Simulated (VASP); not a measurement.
# KCl: electric field gradients with PBEsol

The system is KCl.

```
K Cl
1.0
     3.63400   -0.05451   -0.05451
    -0.05451    3.63400   -0.05451
    -0.05451   -0.05451    3.63400
K Cl
1 1
Direct
  0.00000 0.00000 0.00000
  0.50000 0.50000 0.50000
```

This cell differs from its parent crystal: equal xy, yz and zx shear strains of -3 %.

| Quantity | Value |
| --- | --- |
| Program | VASP 6.6.1 |
| Task | electric field gradients |
| Functional | PBEsol |
| Potentials or basis | VASP PAW PBE potentials, release 64 (K_sv, Cl) |
| Cutoff | 400 eV |
| k mesh | 7 × 7 × 7 |
| Occupations | fermi-dirac, width 0.02 eV |
| Spin | no spin polarisation |
| Dipole correction | no |
| Further INCAR settings | ALGO = Normal; EDIFF = 1e-08; NBANDS = 15 |

| Quantity | Value |
| --- | --- |
| Pressure | 2.5 GPa |
| Band gap on the k mesh | 5.39 eV (least direct gap 5.59 eV) |
| Largest electric field gradient by atom | K -7.7; Cl -3.1 V/Å² |

Stress tensor (GPa, compression positive):
```
2.53 0.52 0.52
0.52 2.53 0.52
0.52 0.52 2.53
```

Levels at points of the mesh, in eV from the valence-band top:
```
           k point  band 5  band 6  band 7  band 8  band 9  band 10  band 11  band 12
(0.00, 0.00, 0.00)  -11.02   -0.22   -0.20   -0.20    5.39     6.26     6.26    10.87
```

Electric field gradients, principal values (V/Å²):
```tsv
atom	least	middle	greatest (by size)
1 K	3.859	3.859	-7.718
2 Cl	1.553	1.553	-3.106
```

Run time: 29 s on 1 thread of Intel Xeon 8259CL, on a shared host, peak memory 0.14 GiB.

Caveat: the cell differs from its parent crystal (equal xy, yz and zx shear strains of -3 %); without QUAD_EFG the Cq values of the log hold for a quadrupole moment of 1 mb, not for the nuclei; the PAW data sets were made with another functional, which shifts forces and pressure a little. A k mesh can miss the band edges.
